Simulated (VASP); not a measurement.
# Ni (Im-3m) in VASP: single point with PBE

Aim: the single point of Ni with PBE.

Program: VASP 6.6.1. These are calculated values, not measurements. Logs are shortened: lines on timing, memory, paths and dates and some standing lists are left out, and cuts for length are marked.

## Step 1: The cell of the first run

It takes space group Im-3m (No. 229, cubic). Conventional cell: a = 2.717 Å, b = 2.717 Å, c = 2.717 Å, α = 90.00°, β = 90.00°, γ = 90.00°. Within 3.1 Å of Ni (site symmetry m-3m) lie 14 Ni at 2.35 to 2.72 Å.

## Step 2: Single point, PBE, collinear spin, ferromagnetic start

Input file INCAR:

```
PREC     = Accurate       # precision mode
ENCUT    = 600            # plane-wave cutoff, eV
EDIFF    = 1E-6           # SCF threshold, eV
ISMEAR   = -1             # smearing method
SIGMA    = 0.1            # smearing width, eV
LREAL    = F              # projectors in reciprocal space
LASPH    = T              # aspherical terms in the spheres
NELM     = 200            # most SCF steps
ALGO     = Normal         # electronic algorithm
ISIF     = 2              # what is computed and relaxed
LWAVE    = F              # write WAVECAR
LCHARG   = T              # write CHGCAR
ISPIN    = 2              # spin polarisation
MAGMOM   = 0.65           # initial moments
LORBIT   = 11             # projections on sites
LMAXMIX  = 4              # l up to which the mixer works
GGA      = PE             # functional
LELF     = T              # ELF
LVHAR    = T            
NBANDS   = 15             # bands
GGA_COMPAT= F
```

Input file KPOINTS:

```
Automatic mesh
0
Gamma
  8 8 8
```

Input file POSCAR:

```
Ni
1.0
   -1.3584740000      1.3584740000      1.3584740000
    1.3584740000     -1.3584740000      1.3584740000
    1.3584740000      1.3584740000     -1.3584740000
Ni
1
Direct
    0.0000000000      0.0000000000      0.0000000000
```

Potentials or basis: VASP PAW PBE potentials, release 64 (Ni).

Started as:

```bash
$ cat potpaw_PBE.64/Ni/POTCAR > POTCAR
$ mpirun -np 1 vasp_std > vasp.out
```

OUTCAR:

```text
PREC = Accurate
   ENCUT = 600
   EDIFF = 1E-6
   ISMEAR = -1
   LREAL = F
   LASPH = T
   NELM = 200
   ISIF = 2
   ISPIN = 2
   LORBIT = 11
   GGA = PE

 ion  position               nearest neighbor table
   1  0.000  0.000  0.000-

  LATTYP: Found a body centered cubic cell.
 ALAT       =     2.7169480000

  Lattice vectors:

 A1 = (  -1.3584740000,   1.3584740000,   1.3584740000)
 A2 = (   1.3584740000,  -1.3584740000,   1.3584740000)
 A3 = (   1.3584740000,   1.3584740000,  -1.3584740000)

Analysis of symmetry for initial positions (statically):
=====================================================================
 Subroutine PRICEL returns:
 Original cell was already a primitive cell.

 Routine SETGRP: Setting up the symmetry group for a
 body centered cubic supercell.

 Subroutine GETGRP returns: Found 48 space group operations
 (whereof 48 operations were pure point group operations)
 out of a pool of 48 trial point group operations.

The static configuration has the point symmetry O_h .

Analysis of symmetry for dynamics (positions and initial velocities):
=====================================================================
 Subroutine PRICEL returns:
 Original cell was already a primitive cell.

 Routine SETGRP: Setting up the symmetry group for a
 body centered cubic supercell.

 Subroutine GETGRP returns: Found 48 space group operations
 (whereof 48 operations were pure point group operations)
 out of a pool of 48 trial point group operations.

The dynamic configuration has the point symmetry O_h .

Analysis of structural, dynamic, and magnetic symmetry:
=====================================================================
 Subroutine PRICEL returns:
 Original cell was already a primitive cell.

 Routine SETGRP: Setting up the symmetry group for a
 body centered cubic supercell.

 Subroutine GETGRP returns: Found 48 space group operations
 (whereof 48 operations were pure point group operations)
 out of a pool of 48 trial point group operations.

The overall configuration has the point symmetry O_h .

 Subroutine INISYM returns: Found 48 space group operations
 (whereof 48 operations are pure point group operations),
 and found     1 'primitive' translations

----------------------------------------------------------------------------------------

                                     Primitive cell

  volume of cell :      10.0280

  direct lattice vectors                    reciprocal lattice vectors
    -1.358474000  1.358474000  1.358474000     0.000000000  0.368060044  0.368060044
     1.358474000 -1.358474000  1.358474000     0.368060044  0.000000000  0.368060044
     1.358474000  1.358474000 -1.358474000     0.368060044  0.368060044  0.000000000

  length of vectors
     2.352945989  2.352945989  2.352945989     0.520515506  0.520515506  0.520515506

  position of ions in fractional coordinates (direct lattice)
     0.000000000  0.000000000  0.000000000

  ion indices of the primitive-cell ions
   primitive index   ion index
                 1           1

----------------------------------------------------------------------------------------

 KPOINTS: Automatic mesh

Automatic generation of k-mesh.
 Grid dimensions read from file:
 generate k-points for:    8    8    8

 Generating k-lattice:

  Cartesian coordinates                     Fractional coordinates (reciprocal lattice)
     0.000000000  0.046007505  0.046007505     0.125000000  0.000000000  0.000000000
     0.046007505  0.000000000  0.046007505     0.000000000  0.125000000  0.000000000
     0.046007505  0.046007505  0.000000000     0.000000000  0.000000000  0.125000000

  Length of vectors
     0.065064438  0.065064438  0.065064438

  Shift w.r.t. Gamma in fractional coordinates (k-lattice)
     0.000000000  0.000000000  0.000000000

 Subroutine IBZKPT returns following result:
 ===========================================

 Found     29 irreducible k-points:

 Following reciprocal coordinates:
            Coordinates               Weight
  0.000000  0.000000  0.000000      1.000000
  0.125000  0.000000  0.000000     12.000000
  0.250000  0.000000  0.000000     12.000000
  0.375000  0.000000  0.000000     12.000000
  0.500000  0.000000  0.000000      6.000000
  0.125000  0.125000  0.000000     24.000000
[... 16 lines left out ...]
 -0.250000  0.250000  0.250000      6.000000
 -0.375000  0.375000  0.250000     24.000000
 [... further k-points ...]
   k-points           NKPTS =     29   k-points in BZ     NKDIM =     29   number of bands    NBANDS=     15
   number of dos      NEDOS =    301   number of ions     NIONS =      1
   total plane-waves  NPLWV =   8000
   dimension x,y,z NGX =    20 NGY =   20 NGZ =   20
   dimension x,y,z NGXF=    40 NGYF=   40 NGZF=   40
   ions per type =               1
   NGX,Y,Z   is equivalent  to a cutoff of  14.13, 14.13, 14.13 a.u.
   NGXF,Y,Z  is equivalent  to a cutoff of  28.26, 28.26, 28.26 a.u.
 SYSTEM =  unknown system
   PREC   = accura    normal or accurate (medium, high low for compatibility)
   ISTART =      0    job   : 0-new  1-cont  2-samecut
   ICHARG =      2    charge: 1-file 2-atom 10-const
   ISPIN  =      2    spin polarized calculation?
   LNONCOLLINEAR =      F non collinear calculations
   LSORBIT =      F    spin-orbit coupling
   LASPH  =      T    aspherical Exc in radial PAW
   ENCUT  =  600.0 eV  44.10 Ry    6.64 a.u.   4.70  4.70  4.70*2*pi/ulx,y,z
   NELM   =    200;   NELMIN=  2; NELMDL= -5     # of ELM steps
   EDIFF  = 0.1E-05   stopping-criterion for ELM
   LREAL  =      F    real-space projection
   EDIFFG = 0.1E-04   stopping-criterion for IOM
   NSW    =      0    number of steps for IOM
   IBRION =     -1    ionic relax: 0-MD 1-quasi-New 2-CG
   NFREE  =      0    steps in history (QN), initial steepest desc. (CG)
   ISIF   =      2    stress and relaxation
   ISYM   =      2    0-nonsym 1-usesym 2-fastsym
   POTIM  = 0.5000    time-step for ionic-motion
   TEBEG  =    0.0;   TEEND  =   0.0 temperature during run
   PSTRESS=    0.0 pullay stress
   NELECT =      10.0000    total number of electrons
   NUPDOWN=      -1.0000    fix difference up-down
   EMIN   =  10.00;   EMAX   =-10.00  energy-range for DOS
   EFERMI =   0.00;   METHOD = LEGACY
   ISMEAR =    -1;   SIGMA  =   0.10  broadening in eV -4-tet -1-fermi 0-gaus
   EFERMI_NEDOS =   21; number of points for ismear=-14 and -15
   IALGO  =     38    algorithm
   IMIX   =      4    mixing-type and parameters
     AMIX     =   0.40;   BMIX     =  1.00
     AMIX_MAG =   1.60;   BMIX_MAG =  1.00
  volume/ion in A,a.u.               =      10.03        67.67
  Fermi-wavevector in a.u.,A,eV,Ry     =   1.635574  3.090786 36.396972  2.675102
  Thomas-Fermi vector in A             =   2.727024
   LORBIT       =     11    0 simple, 1 ext, 2 COOP (PROOUT), +10 PAW based schemes
   GGA     = PE    functional components
   LHFCALC =     F    Hartree Fock is set to
   AEXX    =    0.0000 exact exchange contribution
   IVDW    =     0    specifies the selected vdW correction
   LEPSILON=     F    determine dielectric tensor
   LRPA    =     F    only Hartree local field effects (RPA)
 spin polarized calculation
  energy-cutoff  :      600.00
  volume of cell :       10.03
 maximum number of plane-waves:       370
   NGX =  9   NGY =  9   NGZ =  9

 number of electron      10.0000005 magnetization       0.5033426

 Free energy of the ion-electron system (eV)
  ---------------------------------------------------
  ext. energy  EPLUGINS =         0.00000000
  ---------------------------------------------------
  free energy    TOTEN  =        -5.33813797 eV

  energy without entropy =       -5.28704606  energy(sigma->0) =       -5.31259201

 E-fermi :  10.4736     XC(G=0): -13.7376

 val. band max:       10.4705668482   @ k =   0.5000   0.5000   0.1250
 cond. band min:      10.5077326225   @ k =   0.5000   0.0000   0.0000
 fundamental gap:      0.0371657743
 Fermi energy:        10.4735901970

 spin component 1

 k-point     1 :       0.0000    0.0000    0.0000
  band No.  band energies     occupation
      1       0.9817      1.00000
      2       7.9731      1.00000
      3       7.9731      1.00000
      4       7.9731      1.00000
      5       9.5567      0.99990
      6       9.5567      0.99990
      7      37.7465      0.00000
      8      37.7465      0.00000
      9      37.7466      0.00000
     10      43.2298      0.00000
     11      43.2298      0.00000
     12      45.0579      0.00000
     13      45.0579      0.00000
     14      45.0579      0.00000
     15      45.4624      0.00000
[... 397 lines left out ...]
 k-point    24 :      -0.3750    0.3750    0.2500
  band No.  band energies     occupation
      1       6.2299      1.00000
      2       6.9840      1.00000
      3       8.4003      1.00000
      4       8.8606      1.00000
      5       9.9068      0.99656
      6      12.6092      0.00000
      7      22.5952      0.00000
      8      25.7975      0.00000
      9      28.9987      0.00000
     10      32.7368      0.00000
     11      43.1120      0.00000
     12      45.6238      0.00000
     13      48.4339      0.00000
     14      54.1560      0.00000
     15      55.9599      0.00000

 [... further k-points ...]

 spin component 2

 k-point     1 :       0.0000    0.0000    0.0000
  band No.  band energies     occupation
      1       0.9813      1.00000
      2       8.5947      1.00000
      3       8.5947      1.00000
      4       8.5947      1.00000
      5       9.9739      0.99328
      6       9.9740      0.99328
      7      37.6718      0.00000
      8      37.6718      0.00000
      9      37.6718      0.00000
     10      43.1754      0.00000
     11      43.1754      0.00000
     12      45.2273      0.00000
     13      45.2273      0.00000
     14      45.2273      0.00000
     15      45.6218      0.00000
[... 397 lines left out ...]
 k-point    24 :      -0.3750    0.3750    0.2500
  band No.  band energies     occupation
      1       6.4324      1.00000
      2       7.2936      1.00000
      3       9.0075      1.00000
      4       9.4432      0.99997
      5      10.5944      0.23002
      6      12.8461      0.00000
      7      22.7479      0.00000
      8      25.9309      0.00000
      9      29.0480      0.00000
     10      32.7873      0.00000
     11      43.2138      0.00000
     12      45.7095      0.00000
     13      48.5325      0.00000
     14      54.2097      0.00000
     15      56.8147      0.00000

 [... further k-points ...]
[... 5 lines left out ...]
  --------------------------------------------------------------------------------------
  -------------------------------------------------------------------------------------
  Total        1.3844370      1.3844370      1.3844370      0.0000000      0.0000000     -0.0000000
  in kB      221.1921939    221.1921939    221.1921939      0.0000000      0.0000000     -0.0000000
  external PRESSURE =     221.1921939 kB  Pullay stress =       0.0000000 kB

 VOLUME and BASIS-vectors are now :
 -----------------------------------------------------------------------------
  energy-cutoff  :      600.00
  volume of cell :       10.03
      direct lattice vectors                 reciprocal lattice vectors
    -1.358474000  1.358474000  1.358474000     0.000000000  0.368060044  0.368060044
     1.358474000 -1.358474000  1.358474000     0.368060044  0.000000000  0.368060044
     1.358474000  1.358474000 -1.358474000     0.368060044  0.368060044  0.000000000

 POSITION                                       TOTAL-FORCE (eV/Angst)
 -----------------------------------------------------------------------------------
      0.00000      0.00000      0.00000         0.000000      0.000000      0.000000
 -----------------------------------------------------------------------------------
    total drift:                                0.000000     -0.000000     -0.000000

  FREE ENERGIE OF THE ION-ELECTRON SYSTEM (eV)
  ---------------------------------------------------
  free  energy   TOTEN  =        -5.3381379712 eV

  energy  without entropy=       -5.2870460563  energy(sigma->0) =       -5.31259201

 total charge

# of ion       s       p       d       tot
------------------------------------------
    1        0.528   0.563   8.380   9.471

 magnetization (x)

# of ion       s       p       d       tot
------------------------------------------
    1       -0.004  -0.014   0.523   0.505
```

Wall time 6.3 s (1 thread of AMD EPYC 9R45 (Zen 5), shared host); peak memory 0.1 GiB.

Results:

```
Free energy                                           : -5.3381 eV
Pressure                                              : 22.1 GPa
Net moment                                            : 0.50 μB per cell
Site moments                                          : Ni +0.51 μB
Valence electrons inside the program's atomic spheres : Ni 9.47
```

Caveat: the k points lie up to 0.41 Å⁻¹ apart.
